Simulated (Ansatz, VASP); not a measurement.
# SiGe2 in VASP and in Ansatz

```
CELL_PARAMETERS angstrom
2.96224 0.00000 0.00000
-1.48112 2.56538 0.00000
0.00000 0.00000 14.12299
ATOMIC_POSITIONS crystal
Si 0.66667 0.33333 0.16276
Si 0.66667 0.33333 0.83724
Ge 0.33333 0.66667 0.00000
Ge 0.33333 0.66667 0.32122
Ge 0.33333 0.66667 0.67878
Ge 0.66667 0.33333 0.50000
```

Alike in both runs: functional PBE; k mesh 12 × 12 × 4; occupations gaussian, width 0.1 eV; no spin polarisation.

Ansatz relaxed the structure, and its values are those at the end. VASP's run is a single point on that final structure, the one shown.

|  | VASP | Ansatz |
| --- | --- | --- |
| version | VASP 6.6.1 | Ansatz 0.2.0 |
| potentials or method | VASP PAW PBE potentials, release 64 (Si, Ge_d), cutoff 520 eV | scalar-relativistic, plane waves, PAW |
| valence electrons in the cell | 64 | 64 |

|  | VASP | Ansatz | Ansatz less VASP |
| --- | --- | --- | --- |
| gap on the k mesh at the Fermi level (eV) | none | none | - |
| pressure (GPa) | 0.0 | 0.0 | +0.01 |

A gap of «none» marks a metal or a gap that the smearing closes. The functional is the same, so the differences come from potentials, cutoffs and numerics.
